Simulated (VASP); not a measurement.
Hf6TaAlO16: single point with PBE

Crystal: Hf6TaAlO16.

```
O Al Hf Ta
1.0
    -5.08950    5.08950   -0.00172
    -5.08950   -0.00173    5.08941
     0.00161    5.08938    5.08929
O Al Hf Ta
16 1 6 1
Direct
  0.85726 0.85752 0.42721
  0.34944 0.94979 0.35057
  0.94951 0.34972 0.35059
  0.85732 0.85762 0.85848
  0.34948 0.34979 0.35066
  0.42605 0.85754 0.85840
  0.85727 0.42632 0.85838
  0.34943 0.34969 0.95068
  0.60456 0.60481 0.18545
  0.10685 0.67781 0.10798
  0.67753 0.10716 0.10801
  0.60449 0.60480 0.60566
  0.10671 0.10705 0.10789
  0.18434 0.60482 0.60571
  0.60453 0.18464 0.60568
  0.10685 0.10711 0.67868
  0.49945 0.49976 0.50055
  0.49985 0.99939 0.00021
  0.99912 0.50013 0.00022
  0.99910 0.99941 0.50098
  0.49990 0.50017 0.00023
  0.49988 0.99941 0.50103
  0.99910 0.50018 0.50104
  0.99940 0.99968 0.00057
```

```yaml
Program: VASP 6.6.1
Task: single point
Functional: PBE
Potentials_or_basis: VASP PAW PBE potentials, release 64 (O, Al, Hf_pv, Ta_pv)
Cutoff: 520 eV
k_mesh: 4 × 4 × 4
Occupations: gaussian, width 0.02 eV
Spin: no spin polarisation
```

```
Pressure               : -2.6 GPa
Largest force          : 0.266 eV/Å
Band gap on the k mesh : 3.55 eV (least direct gap 3.59 eV)
```

Forces on the atoms (eV/Å):
```
O    0.037  0.043  0.044
O   -0.027 -0.023  0.024
O   -0.026  0.023 -0.022
O    0.038 -0.040 -0.039
O    0.024 -0.026 -0.025
O   -0.045  0.042 -0.038
O   -0.045 -0.039  0.043
O    0.024  0.025  0.025
O   -0.061 -0.062 -0.062
O    0.156  0.151 -0.154
O    0.157 -0.154  0.150
O   -0.061  0.059  0.060
O   -0.153  0.154  0.153
O    0.060 -0.062  0.058
O    0.061  0.060 -0.062
O   -0.150 -0.154 -0.155
Al   0.002  0.002  0.001
Hf   0.001  0.001  0.032
Hf   0.001  0.030  0.001
Hf  -0.030  0.000 -0.001
Hf   0.033  0.000  0.000
Hf   0.001 -0.032  0.000
Hf   0.001  0.000 -0.033
Ta   0.000  0.000  0.001
```

Levels at points of the mesh, in eV from the valence-band top:
```
           k point  band 81  band 82  band 83  band 84  band 85  band 86  band 87  band 88  band 89  band 90
(0.00, 0.00, 0.00)    -1.05    -1.05    -0.07    -0.07    -0.07     3.55     3.55     3.99     3.99     4.65
(0.50, 0.00, 0.00)    -0.99    -0.99    -0.68    -0.12    -0.12     3.69     3.69     4.41     4.42     4.48
(0.00, 0.50, 0.00)    -1.00    -0.99    -0.68    -0.12    -0.12     3.69     3.69     4.41     4.42     4.48
(0.50, 0.50, 0.00)    -0.83    -0.80    -0.79     0.00     0.00     3.59     3.80     4.37     4.39     4.40
(0.00, 0.00, 0.50)    -1.00    -0.99    -0.68    -0.12    -0.12     3.69     3.69     4.41     4.42     4.48
(0.50, 0.00, 0.50)    -0.83    -0.80    -0.79     0.00     0.00     3.59     3.80     4.37     4.39     4.40
(0.00, 0.50, 0.50)    -0.83    -0.80    -0.79     0.00     0.00     3.60     3.80     4.37     4.39     4.40
(0.50, 0.50, 0.50)    -0.99    -0.99    -0.68    -0.12    -0.12     3.69     3.69     4.42     4.42     4.48
```

Run time: 60 min on 1 thread of Oxide Virtual Turin-like Processor, on a shared host, peak memory 0.77 GiB.

Caveat: spin-orbit coupling is left out, which moves the levels of the heavy elements. A k mesh can miss the band edges.
